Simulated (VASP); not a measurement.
Input of a VASP 6.6.1 run:

The input INCAR:

```
SYSTEM = Rh
ALGO = Normal
EDIFF = 1E-7
ENCUT = 520
ISIF = 2
ISMEAR = -1
LASPH = .True.
LCHARG = .True.
LELF = .True.
LREAL = .False.
LVHAR = .True.
LWAVE = .False.
NBANDS = 22
NELM = 60
PREC = Accurate
SIGMA = 0.15
```

The input KPOINTS:

```
k-points
0
Gamma
  11 11 6
  0 0 0
```

POSCAR

```
Rh
1.0
    2.6727058705      0.0000000000      0.0000000000
   -1.3363529352      2.3146311807      0.0000000000
    0.0000000000      0.0000000000      4.3065294981
Rh
2
Direct
    0.6666666667      0.3333333333      0.7500000000
    0.3333333333      0.6666666667      0.2500000000
```

Potentials or basis: VASP PAW LDA potentials, release 64 (Rh_pv).

The run is started by

```sh
$ cat potpaw_LDA.64/Rh_pv/POTCAR > POTCAR
$ mpirun -np 1 vasp_std > vasp.out
```

Problem. Estimate the pressure.

Solution. 0.9 GPa.

Problem. Predict the band gap on the k mesh.

Solution. Zero (bands 15 and 16 overlap by 2.51 eV).

Stress tensor (GPa, compression positive):
```
0.86 0.00 0.00
0.00 0.86 0.00
0.00 0.00 0.94
```
